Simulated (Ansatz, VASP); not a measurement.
## MgO: VASP beside Ansatz

The input POSCAR:

```
MgO
1.0
    0.0000000000      2.1021680256      2.1021680256
    2.1021680256      0.0000000000      2.1021680256
    2.1021680256      2.1021680256      0.0000000000
Mg O
1 1
Direct
    0.0000000000      0.0000000000      0.0000000000
    0.5000000000      0.5000000000      0.5000000000
```

Contents of INCAR.step1:

```
SYSTEM = MgO
ALGO = Normal
EDIFF = 1E-5
ENCUT = 520
GGA = PE
ISIF = 2
ISMEAR = 0
LASPH = .True.
LREAL = .False.
LWAVE = .True.
NBANDS = 11
NELM = 60
PREC = Accurate
SIGMA = 0.01
```

The input INCAR.step2:

```
SYSTEM = MgO
AEXX = 1.0
AGGAC = 0.0
ALDAC = 0.0
ALGO = Normal
EDIFF = 1E-7
ENCUT = 520
GGA = PE
ISIF = 2
ISMEAR = 0
ISTART = 1
LASPH = .True.
LCHARG = .True.
LELF = .True.
LHFCALC = .True.
LREAL = .False.
LVHAR = .True.
LWAVE = .False.
NBANDS = 11
NELM = 60
PREC = Accurate
PRECFOCK = Normal
SIGMA = 0.01
```

KPOINTS

```
k-points
0
Gamma
  6 6 6
  0 0 0
```

Input for Ansatz:

```yaml
crystal:
  lattice:
    - [0.0, 2.1021680256, 2.1021680256]
    - [2.1021680256, 0.0, 2.1021680256]
    - [2.1021680256, 2.1021680256, 0.0]
  atoms:
    - { symbol: Mg, position: [0.0, 0.0, 0.0] }
    - { symbol: O, position: [0.5, 0.5, 0.5] }
kpoints:
  mp_grid: { grid: [6, 6, 6] }
hamiltonian:
  xc: hf
scf:
  occupations: { method: fixed }
  n_extra_bands: 4
output:
  forces: true
  stress: true
  eigenvalues: true
```

Alike in both runs: task single point; functional HF; k mesh 6 × 6 × 6; no spin polarisation.

```csv
,VASP,Ansatz
version,VASP 6.6.1,Ansatz 0.2.0
potentials or method,"VASP PAW PBE potentials, release 64 (Mg, O)",plane waves
plane-wave cutoff (eV),520,420
occupations,"gaussian, width 0.01 eV",fixed
valence electrons in the cell,8,16
```

VASP gave:

| Quantity | Value |
| --- | --- |
| gap on the k mesh at the Fermi level (eV) | 15.58 |
| pressure (GPa) | -1.7 |

Problem. What did Ansatz give for the same quantities?

Solution. gap on the k mesh at the Fermi level (eV): 15.70; pressure (GPa): -2.6.

VASP's potentials were made for PBE, not for HF. VASP's potentials hold 8 valence electrons a cell and Ansatz's 16, so a difference there can come from the potentials and not from the codes. Ansatz's warnings: stress exchange threshold loose, stress scf threshold loose.

The k mesh is coarse, so the values compare programs but aren't converged.
